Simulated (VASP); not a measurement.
Set up this calculation in VASP 6.6.1, as the native input.

* Task: relaxation of cell and atoms
* Functional: PBE
* Potentials or basis: VASP PAW PBE potentials, release 64 (Ca_sv, O)
* Cutoff: 600 eV
* k mesh: 6 × 6 × 6
* Occupations: gaussian, width 0.1 eV
* Spin: no spin polarisation
* Dipole correction: no
* Further INCAR settings: ALGO = Normal; EDIFF = 1e-06; IBRION = 2; EDIFFG = -0.04; NSW = 90; ISIF = 3

The structure of Ca3O lies in POSCAR:

```
Ca3O
1.0
   -2.1800883744      2.1800883744      4.8698077973
    2.1800883744     -2.1800883744      4.8698077973
    2.1800883744      2.1800883744     -4.8698077973
Ca O
3 1
Direct
    0.5000000000      0.5000000000      0.0000000000
    0.2500000000      0.7500000000      0.5000000000
    0.7500000000      0.2500000000      0.5000000000
    0.0000000000      0.0000000000      0.0000000000
```

The input as run:

INCAR

```
SYSTEM = Ca3O
  ALGO = Normal
  EDIFF = 1E-6
  EDIFFG = -0.04
  ENCUT = 600
  GGA = PE
  IBRION = 2
  ISIF = 3
  ISMEAR = 0
  LASPH = .True.
  LCHARG = .False.
  LREAL = .False.
  LWAVE = .False.
  NELM = 80
  NSW = 90
  PREC = Accurate
  SIGMA = 0.1
```

KPOINTS

```
k-points
0
Gamma
  6 6 6
  0 0 0
```

Potentials or basis: VASP PAW PBE potentials, release 64 (Ca_sv, O).

Run with:

```bash
$ cat potpaw_PBE.64/Ca_sv/POTCAR potpaw_PBE.64/O/POTCAR > POTCAR
$ mpirun -np 1 vasp_std > vasp.out
```

It gave:

- Relaxed volume: 27.50 Å³/atom
- Relaxed cell: a = 6.604 Å, b = 6.604 Å, c = 6.604 Å, α = 141.66°, β = 141.66°, γ = 55.34°
- Space group after relaxing (to 0.1 Å): I4/mmm (No. 139)
- Energy gained by relaxing: 162.2 meV/atom
- Ionic steps: 6
- Pressure after relaxing: -0.2 GPa
- Band gap on the k mesh: zero (bands 18 and 19 overlap by 0.60 eV)

Caveat: the volume moved by over 15 % at a fixed basis, so the end points are rough; semilocal functionals underestimate gaps, and a narrow one can read as zero.

Wall time 5 min on 1 thread of AMD EPYC 9R45 96-Core Processor (Zen 5) (shared host), peak memory 0.34 GiB.
